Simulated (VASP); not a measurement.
# Hg (I4/mmm) in VASP: notebook, part 2 of 2

VASP 6.6.1.

**4. Single point, PBE+D3(BJ), non-collinear spin, zero start, spin-orbit coupling**

File INCAR:

```
SYSTEM = Hg
PREC     = Accurate       ! precision mode
ENCUT    = 500            ! plane-wave cutoff, eV
EDIFF    = 1E-6           ! SCF threshold, eV
ISMEAR   = -5             ! smearing method
SIGMA    = 0.05           ! smearing width, eV
LREAL    = .False.        ! projectors in reciprocal space
LASPH    = .True.         ! aspherical terms in the spheres
NELM     = 200            ! most SCF steps
ALGO     = Normal         ! electronic algorithm
ISIF     = 2              ! what is computed and relaxed
LWAVE    = .False.        ! write WAVECAR
LCHARG   = .True.         ! write CHGCAR
MAGMOM   = 0 0 0          ! initial moments
LORBIT   = 11             ! projections on sites
LSORBIT  = .True.         ! spin-orbit coupling
GGA_COMPAT= .False.      
LORBMOM  = .True.       
GGA      = PE             ! functional
IVDW     = 12             ! dispersion correction
LVHAR    = .True.       
NBANDS   = 23             ! bands
```

File KPOINTS:

```
regular mesh
0
Gamma
  10 10 10
  0 0 0
```

File POSCAR:

```
Hg
1.0
   -1.8767364350      1.8767364350      1.9168448550
    1.8767364350     -1.8767364350      1.9168448550
    1.8767364350      1.8767364350     -1.9168448550
Hg
1
Direct
    0.5000000000      0.5000000000      0.0000000000
```

Potentials or basis: VASP PAW PBE potentials, release 64 (Hg).

Launch:

```sh
$ cat potpaw_PBE.64/Hg/POTCAR > POTCAR
$ mpirun -np 1 vasp_ncl > vasp.out
```

OUTCAR:

```text
SYSTEM = Hg
   PREC = Accurate
   ENCUT = 500
   EDIFF = 1E-6
   ISMEAR = -5
   LREAL = .False.
   LASPH = .True.
   NELM = 200
   ISIF = 2
   LORBIT = 11
   LSORBIT = .True.
   GGA = PE
   IVDW = 12
 IVDW          = 12

 ion  position               nearest neighbor table
   1  0.500  0.500  0.000-

  LATTYP: Found a body centered tetragonal cell.
 ALAT       =     3.7534728700
 C/A-ratio  =     1.0213713653

  Lattice vectors:

 A1 = (  -1.8767364350,   1.8767364350,   1.9168448550)
 A2 = (   1.8767364350,  -1.8767364350,   1.9168448550)
 A3 = (   1.8767364350,   1.8767364350,  -1.9168448550)

Analysis of symmetry for initial positions (statically):
=====================================================================
 Subroutine PRICEL returns:
 Original cell was already a primitive cell.

 Routine SETGRP: Setting up the symmetry group for a
 body centered tetragonal supercell.

 Subroutine GETGRP returns: Found 16 space group operations
 (whereof 16 operations were pure point group operations)
 out of a pool of 16 trial point group operations.

The static configuration has the point symmetry D_4h.

Analysis of symmetry for dynamics (positions and initial velocities):
=====================================================================
 Subroutine PRICEL returns:
 Original cell was already a primitive cell.

 Routine SETGRP: Setting up the symmetry group for a
 body centered tetragonal supercell.

 Subroutine GETGRP returns: Found 16 space group operations
 (whereof 16 operations were pure point group operations)
 out of a pool of 16 trial point group operations.

The dynamic configuration has the point symmetry D_4h.

Analysis of structural, dynamic, and magnetic symmetry:
=====================================================================
 Subroutine PRICEL returns:
 Original cell was already a primitive cell.

 Routine SETGRP: Setting up the symmetry group for a
 body centered tetragonal supercell.

 Subroutine GETGRP returns: Found 16 space group operations
 (whereof 16 operations were pure point group operations)
 out of a pool of 16 trial point group operations.

The overall configuration has the point symmetry D_4h.

 Subroutine INISYM returns: Found 16 space group operations
 (whereof 16 operations are pure point group operations),
 and found     1 'primitive' translations

----------------------------------------------------------------------------------------

                                     Primitive cell

  volume of cell :      27.0056

  direct lattice vectors                    reciprocal lattice vectors
    -1.876736435  1.876736435  1.916844855     0.000000000  0.266419936  0.260845315
     1.876736435 -1.876736435  1.916844855     0.266419936  0.000000000  0.260845315
     1.876736435  1.876736435 -1.916844855     0.266419936  0.266419936  0.000000000

  length of vectors
     3.273923257  3.273923257  3.273923257     0.372853672  0.372853672  0.376774686

  position of ions in fractional coordinates (direct lattice)
     0.500000000  0.500000000  0.000000000

  ion indices of the primitive-cell ions
   primitive index   ion index
                 1           1

----------------------------------------------------------------------------------------
[... 101 lines left out ...]
   LEPSILON=     F    determine dielectric tensor
   LRPA    =     F    only Hartree local field effects (RPA)
 Fermi weights with tetrahedron method with Bloechl corrections
  energy-cutoff  :      500.00
  volume of cell :       27.01
 maximum number of plane-waves:      1394
   NGX = 11   NGY = 11   NGZ = 11

 number of electron      12.0000000 magnetization       0.0000000      0.0000000      0.0000000

 number of electron      11.9999998 magnetization       0.0000000     -0.0000000     -0.0000000

 number of electron      11.9999998 magnetization      -0.0000000      0.0000000      0.0000000

 Free energy of the ion-electron system (eV)
  ---------------------------------------------------
  ext. energy  EPLUGINS =         0.00000000
  ---------------------------------------------------
  free energy    TOTEN  =        -0.40916272 eV

  energy without entropy =       -0.40916272  energy(sigma->0) =       -0.40916272

 E-fermi :   1.8703     XC(G=0): -10.1258

 val. band max:        1.6718258478   @ k =  -0.4000   0.5000   0.3000
 cond. band min:       1.6853261232   @ k =   0.4000   0.1000   0.1000
 fundamental gap:      0.0135002754
 Fermi energy:         1.8703360671

 k-point     1 :       0.0000    0.0000    0.0000
  band No.  band energies     occupation
      1      -6.2506      1.00000
      2      -6.2506      1.00000
      3      -5.8581      1.00000
      4      -5.8581      1.00000
      5      -5.8471      1.00000
      6      -5.8471      1.00000
[... 613 lines left out ...]
     22      18.4514      0.00000
     23      20.2663      0.00000

 [... further k-points ...]

------------------------ aborting loop because EDIFF is reached ----------------------------------------

 Edisp (eV)   -0.38843

 E8    (eV) :    -0.1765

  FORCE on cell =-STRESS in cart. coord.  units (eV):
  Direction    XX          YY          ZZ          XY          YZ          ZX
  --------------------------------------------------------------------------------------
  -------------------------------------------------------------------------------------
  Total      -0.16228    -0.16228    -0.19876     0.00000     0.00000     0.00000
  in kB      -9.62772    -9.62772   -11.79215     0.00000     0.00000     0.00000
  external pressure =      -10.35 kB  Pullay stress =        0.00 kB

 VOLUME and BASIS-vectors are now :
 -----------------------------------------------------------------------------
  energy-cutoff  :      500.00
  volume of cell :       27.01
      direct lattice vectors                 reciprocal lattice vectors
    -1.876736435  1.876736435  1.916844855     0.000000000  0.266419936  0.260845315
     1.876736435 -1.876736435  1.916844855     0.266419936  0.000000000  0.260845315
     1.876736435  1.876736435 -1.916844855     0.266419936  0.266419936  0.000000000

 POSITION                                       TOTAL-FORCE (eV/Angst)
 -----------------------------------------------------------------------------------
      0.00000      0.00000      1.91684         0.000000     -0.000000     -0.000000
 -----------------------------------------------------------------------------------
    total drift:                               -0.000000      0.000000     -0.000000

  FREE ENERGIE OF THE ION-ELECTRON SYSTEM (eV)
  ---------------------------------------------------
  free  energy   TOTEN  =        -0.7975962733 eV

  energy  without entropy=       -0.7975962733  energy(sigma->0) =       -0.79759627

 orbital moment (x)

 # of ion     p       d       tot
 ----------------------------------------
  1         0.000  -0.000   0.000
 ----------------------------------------
            0.000  -0.000   0.000

 orbital moment (y)

 # of ion     p       d       tot
 ----------------------------------------
  1        -0.000  -0.000  -0.000
 ----------------------------------------
           -0.000  -0.000  -0.000

 orbital moment (z)

 # of ion     p       d       tot
 ----------------------------------------
  1         0.000   0.000   0.000
 ----------------------------------------
            0.000   0.000   0.000

 Spin-Orbit-Coupling matrix elements

 Ion:    1  E_soc:     -0.4740253
 l=   1
     0.0000000    -0.0110781    -0.0110204
    -0.0110781     0.0000000    -0.0110781
    -0.0110204    -0.0110781     0.0000000
 l=   2
     0.0000000    -0.0139982     0.0000000    -0.0139982    -0.0539420
    -0.0139982     0.0000000    -0.0404669    -0.0139933    -0.0134852
     0.0000000    -0.0404669     0.0000000    -0.0404669     0.0000000
    -0.0139982    -0.0139933    -0.0404669     0.0000000    -0.0134852
    -0.0539420    -0.0134852     0.0000000    -0.0134852     0.0000000
 l=   3
     0.0000000     0.0000000     0.0000000     0.0000000     0.0000000     0.0000000     0.0000000
     0.0000000     0.0000000     0.0000000     0.0000000     0.0000000     0.0000000     0.0000000
     0.0000000     0.0000000     0.0000000     0.0000000     0.0000000     0.0000000     0.0000000
     0.0000000     0.0000000     0.0000000     0.0000000     0.0000000     0.0000000     0.0000000
     0.0000000     0.0000000     0.0000000     0.0000000     0.0000000     0.0000000     0.0000000
     0.0000000     0.0000000     0.0000000     0.0000000     0.0000000     0.0000000     0.0000000
     0.0000000     0.0000000     0.0000000     0.0000000     0.0000000     0.0000000     0.0000000

 total charge

# of ion       s       p       d       tot
------------------------------------------
    1        0.945   0.153   9.336  10.433

 magnetization (x)

# of ion       s       p       d       tot
------------------------------------------
    1        0.000   0.000  -0.000  -0.000

 magnetization (y)

# of ion       s       p       d       tot
------------------------------------------
    1        0.000   0.000   0.000   0.000

 magnetization (z)

# of ion       s       p       d       tot
------------------------------------------
    1        0.000  -0.000   0.000  -0.000
```

Run time: 35 s. Hardware: 1 thread of Intel Xeon 6975P-C (Granite Rapids), shared host; peak memory 0.26 GiB.

What came out:

```
Free energy                                           : -0.7976 eV
Pressure                                              : -1.0 GPa
Net moment                                            : 0.00 μB per cell
Valence electrons inside the program's atomic spheres : Hg 10.43
Dispersion energy per atom                            : -0.388 eV
```

Moments on the atoms (μB; x, y, z):
```
Hg  0.00 0.00 0.00
```

Caveat: three body term missing.

**5. The runs side by side**

```csv
level,spin,cutoff (eV),smearing,pressure (GPa),moment (μB)
r2SCAN+D4,off,550,fermi-dirac 0.05 eV,-0.4,-
PBE,"non-collinear, zero start, SOC",500,methfessel-paxton 0.05 eV,1.0,0.00
PBE+D3(BJ),"non-collinear, zero start, SOC",500,tetrahedron,-1.0,0.00
```

Alike in all rows: task single point; potentials or basis VASP PAW PBE potentials, release 64 (Hg); cell as given; k mesh 10 × 10 × 10.

The pressure there spans -1.0 GPa (PBE+D3(BJ)) to 1.0 GPa (PBE); a positive pressure means that this level wants a larger cell, a negative one a smaller.

Caveats: the PAW data sets were made with another functional, which shifts forces and pressure a little (at least some runs); spin-orbit coupling is left out, which moves the levels of the heavy elements (at least some runs); three body term missing (at least some runs).

Absolute energies hang on the potentials; compare differences alone.
